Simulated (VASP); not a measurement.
# Au (Fm-3m) in VASP: single point with PBE

Aim: the single point of Au with PBE.

All numbers are computed with VASP 6.6.1; they aren't measurements. Logs are shortened: lines on timing, memory, paths and dates and some standing lists are left out, and cuts for length are marked.

**1. The cell of the first run**

Symmetry: Fm-3m, No. 225, cubic system. The conventional cell has a = 4.158 Å, b = 4.158 Å, c = 4.158 Å, α = 90.00°, β = 90.00°, γ = 90.00°. Au (site symmetry m-3m) has 12 Au at 2.94 Å within 3.9 Å.

**2. Single point, PBE**

INCAR

```
PREC = Accurate
ENCUT = 520
EDIFF = 1E-6
ISMEAR = 0
SIGMA = 0.1
LREAL = Auto
LASPH = True
NELM = 60
ALGO = Fast
ISIF = 2
LWAVE = False
LCHARG = True
GGA = PE
LVHAR = True
NBANDS = 168
KPAR = 4
```

KPOINTS

```
regular mesh
0
Gamma
  6 6 6
```

POSCAR

```
Au
1.0
   -6.2368442493      6.2368442493      0.0000000000
   -6.2368442493      0.0000000000      6.2368442493
    0.0000000000      6.2368442493      6.2368442493
Au
27
Direct
    0.0000000000      0.0000000000      0.0000000000
    0.3333333333      0.0000000000      0.0000000000
    0.0000000000      0.3333333333      0.0000000000
    0.0000000000      0.0000000000      0.3333333333
    0.6666666667      0.0000000000      0.0000000000
    0.3333333333      0.3333333333      0.0000000000
    0.3333333333      0.0000000000      0.3333333333
    0.0000000000      0.6666666667      0.0000000000
    0.0000000000      0.3333333333      0.3333333333
    0.0000000000      0.0000000000      0.6666666667
    0.6666666667      0.3333333333      0.0000000000
    0.6666666667      0.0000000000      0.3333333333
    0.3333333333      0.6666666667      0.0000000000
    0.3333333333      0.3333333333      0.3333333333
    0.3333333333      0.0000000000      0.6666666667
    0.0000000000      0.6666666667      0.3333333333
    0.0000000000      0.3333333333      0.6666666667
    0.6666666667      0.6666666667      0.0000000000
    0.6666666667      0.3333333333      0.3333333333
    0.6666666667      0.0000000000      0.6666666667
    0.3333333333      0.6666666667      0.3333333333
    0.3333333333      0.3333333333      0.6666666667
    0.0000000000      0.6666666667      0.6666666667
    0.6666666667      0.6666666667      0.3333333333
    0.6666666667      0.3333333333      0.6666666667
    0.3333333333      0.6666666667      0.6666666667
    0.6666666667      0.6666666667      0.6666666667
```

Potentials or basis: VASP PAW PBE potentials, release 64 (Au).

Run with:

```sh
$ cat potpaw_PBE.64/Au/POTCAR > POTCAR
$ mpirun -np 4 vasp_std > vasp.out
```

OUTCAR:

```text
PREC = Accurate
   ENCUT = 520
   EDIFF = 1E-6
   ISMEAR = 0
   LREAL = Auto
   LASPH = True
   NELM = 60
   ISIF = 2
   GGA = PE

 ion  position               nearest neighbor table
   1  0.000  0.000  0.000-   2 2.94   3 2.94   4 2.94   5 2.94   8 2.94  10 2.94  11 2.94  12 2.94
                            13 2.94  15 2.94  16 2.94  17 2.94
   2  0.333  0.000  0.000-   1 2.94   3 2.94   4 2.94   6 2.94   7 2.94  13 2.94  15 2.94  21 2.94
                            22 2.94  18 2.94  20 2.94   5 2.94
   3  0.000  0.333  0.000-   1 2.94   2 2.94   4 2.94   6 2.94   9 2.94  11 2.94  17 2.94  19 2.94
                            22 2.94  18 2.94  23 2.94   8 2.94
   4  0.000  0.000  0.333-   1 2.94   2 2.94   3 2.94   7 2.94   9 2.94  12 2.94  16 2.94  19 2.94
                            21 2.94  20 2.94  23 2.94  10 2.94
   5  0.667  0.000  0.000-   1 2.94   8 2.94  10 2.94  11 2.94  12 2.94  18 2.94  20 2.94  24 2.94
                            25 2.94   6 2.94   7 2.94   2 2.94
   6  0.333  0.333  0.000-   2 2.94   3 2.94   7 2.94   9 2.94  14 2.94  22 2.94   8 2.94   5 2.94
                            25 2.94  26 2.94  11 2.94  13 2.94
   7  0.333  0.000  0.333-   2 2.94   4 2.94   6 2.94   9 2.94  14 2.94  21 2.94   5 2.94  10 2.94
                            24 2.94  26 2.94  15 2.94  12 2.94
   8  0.000  0.667  0.000-   1 2.94   5 2.94  10 2.94  13 2.94  16 2.94  18 2.94  23 2.94  24 2.94
                            26 2.94   9 2.94   6 2.94   3 2.94
   9  0.000  0.333  0.333-   3 2.94   4 2.94   6 2.94   7 2.94  14 2.94  19 2.94   8 2.94  10 2.94
                            24 2.94  25 2.94  17 2.94  16 2.94
  10  0.000  0.000  0.667-   1 2.94   5 2.94   8 2.94  15 2.94  17 2.94  20 2.94  23 2.94  25 2.94
                            26 2.94   7 2.94   9 2.94   4 2.94
  11  0.667  0.333  0.000-   1 2.94   3 2.94   5 2.94  12 2.94  17 2.94  19 2.94  25 2.94  14 2.94
                            27 2.94   6 2.94  13 2.94  18 2.94
[... 36 lines left out ...]
  Lattice vectors:

 A1 = (  -6.2368442493,   6.2368442493,   0.0000000000)
 A2 = (  -6.2368442493,   0.0000000000,   6.2368442493)
 A3 = (   0.0000000000,   6.2368442493,   6.2368442493)

Analysis of symmetry for initial positions (statically):
=====================================================================
 Subroutine PRICEL returns following result:

  LATTYP: Found a face centered cubic cell.
 ALAT       =     4.1578961658

  Lattice vectors:

 A1 = (  -2.0789480829,   2.0789480829,   0.0000000000)
 A2 = (  -2.0789480829,   0.0000000000,   2.0789480829)
 A3 = (   0.0000000000,   2.0789480829,   2.0789480829)

  27 primitive cells build up your supercell.

 Routine SETGRP: Setting up the symmetry group for a
 face centered cubic supercell.

 Subroutine GETGRP returns: Found 48 space group operations
 (whereof 48 operations were pure point group operations)
 out of a pool of 48 trial point group operations.

The static configuration has the point symmetry O_h .

Analysis of symmetry for dynamics (positions and initial velocities):
=====================================================================
 Subroutine PRICEL returns following result:

  LATTYP: Found a face centered cubic cell.
 ALAT       =     4.1578961658

  Lattice vectors:

 A1 = (  -2.0789480829,   2.0789480829,   0.0000000000)
 A2 = (  -2.0789480829,   0.0000000000,   2.0789480829)
 A3 = (   0.0000000000,   2.0789480829,   2.0789480829)

  27 primitive cells build up your supercell.

 Routine SETGRP: Setting up the symmetry group for a
 face centered cubic supercell.

 Subroutine GETGRP returns: Found 48 space group operations
 (whereof 48 operations were pure point group operations)
 out of a pool of 48 trial point group operations.

The dynamic configuration has the point symmetry O_h .

 Subroutine INISYM returns: Found 48 space group operations
 (whereof 48 operations are pure point group operations),
 and found    27 'primitive' translations

----------------------------------------------------------------------------------------

                                     Primitive cell

  volume of cell :      17.9705

  direct lattice vectors                    reciprocal lattice vectors
    -2.078948083  2.078948083  0.000000000    -0.240506246  0.240506246 -0.240506246
    -2.078948083  0.000000000  2.078948083    -0.240506246 -0.240506246  0.240506246
     0.000000000  2.078948083  2.078948083     0.240506246  0.240506246  0.240506246

  length of vectors
     2.940076574  2.940076574  2.940076574     0.416569038  0.416569038  0.416569038

  position of ions in fractional coordinates (direct lattice)
     0.000000000  0.000000000  0.000000000

  ion indices of the primitive-cell ions
   primitive index   ion index
                 1           1

----------------------------------------------------------------------------------------

 KPOINTS: regular mesh

Automatic generation of k-mesh.
 Grid dimensions read from file:
 generate k-points for:    6    6    6

 Generating k-lattice:

  Cartesian coordinates                     Fractional coordinates (reciprocal lattice)
    -0.013361458  0.013361458 -0.013361458     0.166666667  0.000000000  0.000000000
    -0.013361458 -0.013361458  0.013361458     0.000000000  0.166666667  0.000000000
     0.013361458  0.013361458  0.013361458     0.000000000  0.000000000  0.166666667

  Length of vectors
     0.023142724  0.023142724  0.023142724

  Shift w.r.t. Gamma in fractional coordinates (k-lattice)
     0.000000000  0.000000000  0.000000000

 Subroutine IBZKPT returns following result:
 ===========================================

 Found     16 irreducible k-points:

 Following reciprocal coordinates:
            Coordinates               Weight
  0.000000  0.000000  0.000000      1.000000
  0.166667  0.000000  0.000000      8.000000
  0.333333  0.000000  0.000000      8.000000
  0.500000  0.000000  0.000000      4.000000
  0.166667  0.166667  0.000000      6.000000
  0.333333  0.166667  0.000000     24.000000
[... 8 lines left out ...]
 -0.333333  0.333333  0.166667     24.000000
 -0.333333  0.500000  0.166667     12.000000
   k-points           NKPTS =     16   k-points in BZ     NKDIM =     16   number of bands    NBANDS=    168
   number of dos      NEDOS =    301   number of ions     NIONS =     27
   total plane-waves  NPLWV = 343000
   dimension x,y,z NGX =    70 NGY =   70 NGZ =   70
   dimension x,y,z NGXF=   140 NGYF=  140 NGZF=  140
   ions per type =              27
   NGX,Y,Z   is equivalent  to a cutoff of  13.19, 13.19, 13.19 a.u.
   NGXF,Y,Z  is equivalent  to a cutoff of  26.39, 26.39, 26.39 a.u.
 SYSTEM =  unknown system
   PREC   = accura    normal or accurate (medium, high low for compatibility)
   ISTART =      0    job   : 0-new  1-cont  2-samecut
   ICHARG =      2    charge: 1-file 2-atom 10-const
   ISPIN  =      1    spin polarized calculation?
   LNONCOLLINEAR =      F non collinear calculations
   LSORBIT =      F    spin-orbit coupling
   LASPH  =      T    aspherical Exc in radial PAW
   ENCUT  =  520.0 eV  38.22 Ry    6.18 a.u.  16.40 16.40 16.40*2*pi/ulx,y,z
   NELM   =     60;   NELMIN=  2; NELMDL= -5     # of ELM steps
   EDIFF  = 0.1E-05   stopping-criterion for ELM
   LREAL  =      T    real-space projection
   EDIFFG = 0.1E-04   stopping-criterion for IOM
   NSW    =      0    number of steps for IOM
   IBRION =     -1    ionic relax: 0-MD 1-quasi-New 2-CG
   NFREE  =      0    steps in history (QN), initial steepest desc. (CG)
   ISIF   =      2    stress and relaxation
   ISYM   =      2    0-nonsym 1-usesym 2-fastsym
   POTIM  = 0.5000    time-step for ionic-motion
   TEBEG  =    0.0;   TEEND  =   0.0 temperature during run
   PSTRESS=    0.0 pullay stress
   NELECT =     297.0000    total number of electrons
   NUPDOWN=      -1.0000    fix difference up-down
   EMIN   =  10.00;   EMAX   =-10.00  energy-range for DOS
   EFERMI =   0.00;   METHOD = LEGACY
   ISMEAR =     0;   SIGMA  =   0.10  broadening in eV -4-tet -1-fermi 0-gaus
   EFERMI_NEDOS =   21; number of points for ismear=-14 and -15
   IALGO  =     68    algorithm
   IMIX   =      4    mixing-type and parameters
     AMIX     =   0.40;   BMIX     =  1.00
     AMIX_MAG =   1.60;   BMIX_MAG =  1.00
  volume/ion in A,a.u.               =      17.97       121.27
  Fermi-wavevector in a.u.,A,eV,Ry     =   1.390013  2.626743 26.288295  1.932135
  Thomas-Fermi vector in A             =   2.513988
   LORBIT       =      0    0 simple, 1 ext, 2 COOP (PROOUT), +10 PAW based schemes
   GGA     = PE    functional components
   LHFCALC =     F    Hartree Fock is set to
   AEXX    =    0.0000 exact exchange contribution
   IVDW    =     0    specifies the selected vdW correction
   LEPSILON=     F    determine dielectric tensor
   LRPA    =     F    only Hartree local field effects (RPA)
 non-spin polarized calculation
 RMM-DIIS sequential band-by-band and
 Gauss-broadening in eV      SIGMA  =   0.10
  energy-cutoff  :      520.00
  volume of cell :      485.20
 maximum number of plane-waves:     13107
 NGX is ok and might be reduce to    70
   NGX = 33   NGY = 33   NGZ = 33

 number of electron     297.0000006 magnetization

 Free energy of the ion-electron system (eV)
  ---------------------------------------------------
  ext. energy  EPLUGINS =         0.00000000
  ---------------------------------------------------
  free energy    TOTEN  =       -87.01840637 eV

  energy without entropy =      -86.98420814  energy(sigma->0) =      -87.00130726

 E-fermi :   8.5663     XC(G=0): -12.4008

 val. band max:        8.5509820895   @ k =  -0.3333   0.5000   0.1667
 cond. band min:       8.5952003238   @ k =   0.5000   0.3333   0.0000
 fundamental gap:      0.0442182343
 Fermi energy:         8.5662682677

 k-point     1 :       0.0000    0.0000    0.0000
  band No.  band energies     occupation
      1      -0.6934      2.00000
      2       1.6152      2.00000
      3       1.6152      2.00000
      4       1.6152      2.00000
      5       1.6152      2.00000
      6       1.6152      2.00000
[... 2597 lines left out ...]
    159      11.2609      0.00000
    160      11.2609      0.00000
 [bands above 160 left out]

------------------------ aborting loop because EDIFF is reached ----------------------------------------

  FORCE on cell =-STRESS in cart. coord.  units (eV):
  Direction    XX          YY          ZZ          XY          YZ          ZX
  --------------------------------------------------------------------------------------
  -------------------------------------------------------------------------------------
  Total       -0.7965471     -0.7965471     -0.7965471      0.0000000      0.0000000     -0.0000000
  in kB       -2.6302520     -2.6302520     -2.6302520      0.0000000      0.0000000     -0.0000000
  external PRESSURE =      -2.6302520 kB  Pullay stress =       0.0000000 kB

 VOLUME and BASIS-vectors are now :
 -----------------------------------------------------------------------------
  energy-cutoff  :      520.00
  volume of cell :      485.20
      direct lattice vectors                 reciprocal lattice vectors
    -6.236844249  6.236844249  0.000000000    -0.080168749  0.080168749 -0.080168749
    -6.236844249  0.000000000  6.236844249    -0.080168749 -0.080168749  0.080168749
     0.000000000  6.236844249  6.236844249     0.080168749  0.080168749  0.080168749

 POSITION                                       TOTAL-FORCE (eV/Angst)
 -----------------------------------------------------------------------------------
      0.00000      0.00000      0.00000        -0.000000     -0.000000     -0.000000
     -2.07895      2.07895      0.00000        -0.000000     -0.000000     -0.000000
     -2.07895      0.00000      2.07895         0.000000      0.000000     -0.000000
      0.00000      2.07895      2.07895         0.000000      0.000000      0.000000
     -4.15790      4.15790      0.00000        -0.000000     -0.000000     -0.000000
     -4.15790      2.07895      2.07895         0.000000     -0.000000     -0.000000
[... 19 lines left out ...]
     -6.23684      6.23684      8.31579        -0.000000      0.000000     -0.000000
     -8.31579      8.31579      8.31579        -0.000000      0.000000      0.000000
 -----------------------------------------------------------------------------------
    total drift:                               -0.000000     -0.000000     -0.000000

  FREE ENERGIE OF THE ION-ELECTRON SYSTEM (eV)
  ---------------------------------------------------
  free  energy   TOTEN  =       -87.0184063709 eV

  energy  without entropy=      -86.9842081396  energy(sigma->0) =      -87.00130726
```

Wall time 19 min (4 MPI ranks of AMD EPYC 7R43 (Zen 3), shared host); peak memory 1.2 GiB.

Results:

```
Free energy            : -87.0184 eV
Pressure               : -0.3 GPa
Band gap on the k mesh : zero (an odd number of electrons rules out a gap without spin polarisation)
```

Caveat: spin-orbit coupling is left out, which moves the levels of the heavy elements.

The gap in the log of VASP goes by the Fermi energy; the results here count the filled bands.